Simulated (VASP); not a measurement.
Cu: single point with PBE

Crystal: Cu.

```xyz
8
Lattice="0.0000 3.5774 3.5774 3.5774 0.0000 3.5774 3.5774 3.5774 0.0000" Properties=species:S:1:pos:R:3 pbc="T T T"
Cu   -0.0076    0.0773    0.0474
Cu    1.7727    1.7532    0.0278
Cu    1.7371   -0.0421    1.7557
Cu    3.5548    1.7567    1.7504
Cu   -0.0035    1.7476    1.7750
Cu    1.8113    3.4759    1.7319
Cu    1.8028    1.7742    3.5640
Cu    3.5587    3.5843    3.5548
```

```yaml
Program: VASP 6.6.1
Task: single point
Functional: PBE
Potentials_or_basis: VASP PAW PBE potentials, release 64 (Cu)
Cutoff: 600 eV
k_mesh: 5 × 5 × 5
Occupations: fermi-dirac, width 0.1 eV
Spin: no spin polarisation
Dipole_correction: no
Further_INCAR_settings: ALGO = Normal; EDIFF = 1e-06; NBANDS = 54
```

```json
{"Pressure": "8.5 GPa", "Largest force": "1.244 eV/Å", "Band gap on the k mesh": "zero (bands 44 and 45 overlap by 1.73 eV)"}
```

Forces on the atoms (eV/Å):
```
Cu  -0.001 -0.880 -0.880
Cu   0.134  0.131 -0.703
Cu   0.491 -0.069  0.419
Cu   0.356 -0.196  0.168
Cu  -0.262  0.558  0.444
Cu  -0.473  0.698  0.471
Cu  -0.326  0.032 -0.004
Cu   0.083 -0.275  0.085
```

Stress tensor (GPa, compression positive):
```
 8.52 -0.07  0.02
-0.07  8.50  0.37
 0.02  0.37  8.57
```

Levels at points of the mesh, in eV from the Fermi level:
| k point | band 40 | band 41 | band 42 | band 43 | band 44 | band 45 | band 46 | band 47 | band 48 | band 49 |
| --- | --- | --- | --- | --- | --- | --- | --- | --- | --- | --- |
| (0.00, 0.00, 0.00) | -1.47 | -1.46 | -1.01 | -1.01 | -0.97 | -0.96 | 1.55 | 1.56 | 1.59 | 3.95 |

It took 5.1 min on 1 thread of Intel(R) Xeon(R) 6975P-C (Granite Rapids), on a shared host, peak memory 0.4 GiB.

Caveat: the cell stands under pressure; forces of over 1 eV/Å act on the atoms, so gaps and moduli don't describe the material at rest.
